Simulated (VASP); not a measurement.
Crystal: Te.

```
Te
1.0
     4.51261    0.00000    0.00000
    -2.25631    3.90804    0.00000
     0.00000    0.00000    6.00196
Te
3
Direct
  0.73100 0.73100 0.00000
  0.00000 0.26900 0.66667
  0.26900 0.00000 0.33333
```

This cell differs from its parent crystal: volume scaled by 1.04.

Base run:

| Item | Value |
| --- | --- |
| Program | VASP 6.6.1 |
| Functional | PBEsol |
| Potentials or basis | VASP PAW PBE potentials, release 64 (Te) |
| Cutoff | 520 eV |
| k mesh | 7 × 7 × 5 |
| Occupations | fermi-dirac, width 0.05 eV |
| Spin | no spin polarisation |

Its results: band gap on the k mesh 0.60 eV, indirect (least direct gap 0.74 eV); pressure -2.6 GPa; largest force 0.073 eV/Å.

Q: The run is repeated on the same cell with these changes: functional from PBEsol to r2SCAN; further incar settings from ALGO = Normal; EDIFF = 1e-06; NBANDS = 16 to ALGO = Normal; EDIFF = 1e-07; NBANDS = 16. What comes out?

A: Band gap on the k mesh 0.78 eV, indirect (least direct gap 0.90 eV); pressure -1.0 GPa; largest force 0.263 eV/Å.

Caveats: the PAW data sets were made with another functional, which shifts forces and pressure a little; spin-orbit coupling is left out, which moves the levels of the heavy elements.

A k mesh can miss the band edges.
